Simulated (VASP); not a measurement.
Input of a VASP 6.6.1 run:

File POSCAR:

```
Si3Ge
1.0
    3.8087254378      0.0000000000      0.0000000000
    0.0000000000      3.8087254378      0.0000000000
    0.0000000000      0.0000000000      5.3717343954
Si Ge
3 1
Direct
    0.5000000000      0.0000000000      0.7548774919
    0.5000000000      0.5000000000      0.0000000000
    0.0000000000      0.5000000000      0.2451225081
    0.0000000000      0.0000000000      0.5000000000
```

File INCAR.step1:

```
ALGO = Normal
EDIFF = 1E-4
ENCUT = 520
GGA = PE
ISMEAR = 0
LASPH = True
LCHARG = False
LREAL = False
LWAVE = True
NBANDS = 21
NELM = 100
PREC = Accurate
SIGMA = 0.01
```

Contents of INCAR.step2:

```
ALGO = Normal
EDIFF = 1E-6
ENCUT = 520
ISIF = 2
ISMEAR = 0
ISTART = 1
LASPH = True
LCHARG = False
LMIXTAU = True
LREAL = False
LWAVE = False
METAGGA = R2SCAN
NBANDS = 21
NELM = 100
PREC = Accurate
SIGMA = 0.01
```

KPOINTS

```
k-points
0
Gamma
  6 6 4
```

Potentials or basis: VASP PAW PBE potentials, release 64 (Si, Ge_d).

The run is started by

```bash
$ cat potpaw_PBE.64/Si/POTCAR potpaw_PBE.64/Ge_d/POTCAR > POTCAR
$ cp INCAR.step1 INCAR
$ mpirun -np 1 vasp_std > vasp.out
$ cp INCAR.step2 INCAR
$ mpirun -np 1 vasp_std > vasp.out
```

Q: Predict the pressure.

A: 6.3 GPa.

Q: Predict the largest force.

A: 0.015 eV/Å.

Q: Estimate the band gap on the k mesh.

A: 0.45 eV, indirect (least direct gap 0.73 eV).

Forces in eV/Å, atoms in the order of the input:
```
Si   0.000  0.000  0.015
Si   0.000  0.000  0.000
Si   0.000  0.000 -0.015
Ge   0.000  0.000  0.000
```

Caveat: the PAW data sets were made with another functional, which shifts forces and pressure a little. A k mesh can miss the band edges.
